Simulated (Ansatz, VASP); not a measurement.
# Mg5NiS6: VASP beside Ansatz

Contents of POSCAR:

```
Mg5NiS6
1.0
    3.6633159667      0.0000000000      0.0000000000
   -1.8316579833      3.1725246892      0.0000000000
    0.0000000000      0.0000000000     17.7951148588
Mg Ni S
5 1 6
Direct
    0.3333333333      0.6666666667      0.8408825193
    0.6666666667      0.3333333333      0.6705094996
    0.0000000000      0.0000000000      0.5000000000
    0.3333333333      0.6666666667      0.3294905004
    0.6666666667      0.3333333333      0.1591174807
    0.0000000000      0.0000000000      0.0000000000
    0.6666666667      0.3333333333      0.9274251657
    0.3333333333      0.6666666667      0.0725748343
    0.0000000000      0.0000000000      0.7557015487
    0.3333333333      0.6666666667      0.5852336857
    0.6666666667      0.3333333333      0.4147663143
    0.0000000000      0.0000000000      0.2442984513
```

File INCAR.step1:

```
ALGO = Normal
EDIFF = 1E-5
ENCUT = 660
GGA = PE
GGA_COMPAT = F
ISMEAR = 0
ISPIN = 2
KPAR = 4
LASPH = T
LCHARG = F
LMAXMIX = 4
LREAL = F
LWAVE = T
MAGMOM = 0 0 0 0 0 2 0 0 0 0 0 0
NBANDS = 44
NELM = 200
PREC = Accurate
SIGMA = 0.02
```

File INCAR.step2:

```
ALGO = Normal
EDIFF = 1E-6
ENCUT = 660
GGA_COMPAT = F
ISIF = 2
ISMEAR = 0
ISPIN = 2
ISTART = 1
KPAR = 4
LASPH = T
LCHARG = F
LMAXMIX = 4
LMIXTAU = T
LORBIT = 11
LREAL = F
LWAVE = F
MAGMOM = 0 0 0 0 0 2 0 0 0 0 0 0
METAGGA = R2SCAN
NBANDS = 44
NELM = 200
PREC = Accurate
SIGMA = 0.02
```

The input KPOINTS:

```
k-points
0
Gamma
  12 12 2
```

Input for Ansatz:

```yaml
crystal:
  lattice:
    - [3.6633159667, 0.0, 0.0]
    - [-1.8316579833, 3.1725246892, 0.0]
    - [0.0, 0.0, 17.7951148588]
  atoms:
    - { symbol: Mg, position: [0.3333333333, 0.6666666667, 0.8408825193] }
    - { symbol: Mg, position: [0.6666666667, 0.3333333333, 0.6705094996] }
    - { symbol: Mg, position: [0.0, 0.0, 0.5] }
    - { symbol: Mg, position: [0.3333333333, 0.6666666667, 0.3294905004] }
    - { symbol: Mg, position: [0.6666666667, 0.3333333333, 0.1591174807] }
    - { symbol: Ni, position: [0.0, 0.0, 0.0], spin: 2.0 }
    - { symbol: S, position: [0.6666666667, 0.3333333333, 0.9274251657] }
    - { symbol: S, position: [0.3333333333, 0.6666666667, 0.0725748343] }
    - { symbol: S, position: [0.0, 0.0, 0.7557015487] }
    - { symbol: S, position: [0.3333333333, 0.6666666667, 0.5852336857] }
    - { symbol: S, position: [0.6666666667, 0.3333333333, 0.4147663143] }
    - { symbol: S, position: [0.0, 0.0, 0.2442984513] }
basis:
  ecutwfc: 500
kpoints:
  mp_grid: { grid: [12, 12, 2] }
  band_path:
    path:
      - [[0.0, 0.0, 0.0], [0.5, 0.0, 0.0], [0.33333333, 0.33333333, 0.0], [0.0, 0.0, 0.0], [0.0, 0.0, 0.5], [0.5, 0.0, 0.5], [0.33333333, 0.33333333, 0.5], [0.0, 0.0, 0.5]]
      - [[0.5, 0.0, 0.5], [0.5, 0.0, 0.0]]
      - [[0.33333333, 0.33333333, 0.5], [0.33333333, 0.33333333, 0.0]]
    npoints: 10
hamiltonian:
  xc: r2scan
scf:
  occupations: { method: gaussian, width: 0.02 }
  n_extra_bands: 30
output:
  forces: true
  stress: true
  eigenvalues: true
  populations: true
  dos: { projected: true, de: 0.02, nscf_kmesh: { grid: [18, 18, 3] } }
  bader: false
  write_density: true
  write_potential: true
  elf: true
  volumetric_format: npy
magnetization:
  spin_polarized: true
```

Alike in both runs: task single point; functional r2SCAN; k mesh 12 × 12 × 2; occupations gaussian, width 0.02 eV; collinear spin.

|  | VASP | Ansatz |
| --- | --- | --- |
| version | VASP 6.6.1 | Ansatz 0.2.0 |
| potentials or method | VASP PAW PBE potentials, release 64 (Mg, Ni, S), cutoff 660 eV | scalar-relativistic, plane waves, PAW |
| valence electrons in the cell | 56 | 104 |

```csv
,VASP,Ansatz,Ansatz less VASP
gap on the k mesh at the Fermi level (eV),1.22,1.28,+0.060
least direct gap on the mesh (eV),1.57,1.63,+0.059
pressure (GPa),-1.3,-0.9,+0.41
"traceless stress, the component that is largest in VASP (GPa)",0.31,0.33,+0.014
rms of the force components (eV/Å),0.065,0.060,-0.0049
net moment per atom (μB),0.17,0.17,0.000
size of the moment on the site where the two differ most (μB),1.44,1.47,+0.036
```

VASP's potentials were made for PBE, not for r2SCAN. Site moments also hang on the region over which each program counts them. Atom by atom the forces differ by 0.005 eV/Å (rms over components). With one functional, cell and mesh, what is left measures potentials, basis and numerics. VASP's potentials hold 56 valence electrons a cell and Ansatz's 104, so a difference there can come from the potentials and not from the codes. Ansatz's warnings: stability check not made.
